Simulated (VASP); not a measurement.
**HfN: vibrations by perturbation theory with PBEsol**

HfN:

```
CELL_PARAMETERS angstrom
0.00000 2.45482 2.45482
2.45482 0.00000 2.45482
2.45482 2.45482 0.00000
ATOMIC_POSITIONS crystal
Hf 0.00000 0.00000 0.00000
N 0.75000 0.75000 0.75000
```

```
Program                : VASP 6.6.1
Task                   : vibrations by perturbation theory
Functional             : PBEsol
Potentials or basis    : VASP PAW PBE potentials, release 64 (Hf_pv, N)
Cutoff                 : 520 eV
k mesh                 : 12 × 12 × 12
Occupations            : fermi-dirac, width 0.1 eV
Spin                   : no spin polarisation
Dipole correction      : no
Further INCAR settings : ALGO = Normal; EDIFF = 1e-08; IBRION = 8; NSW = 1
```

The highest phonon frequency at Γ is 473 cm⁻¹.

Phonon frequencies in cm⁻¹ (negative: imaginary):
```
              q point        frequencies
(0.000, 0.000, 0.000)  0 0 0 473 473 473
```

Wall time 7 min on 1 thread of Intel Xeon 8259CL, on a shared host, peak memory 0.37 GiB.

Caveat: the cell stands under pressure or tension, which shifts response properties.
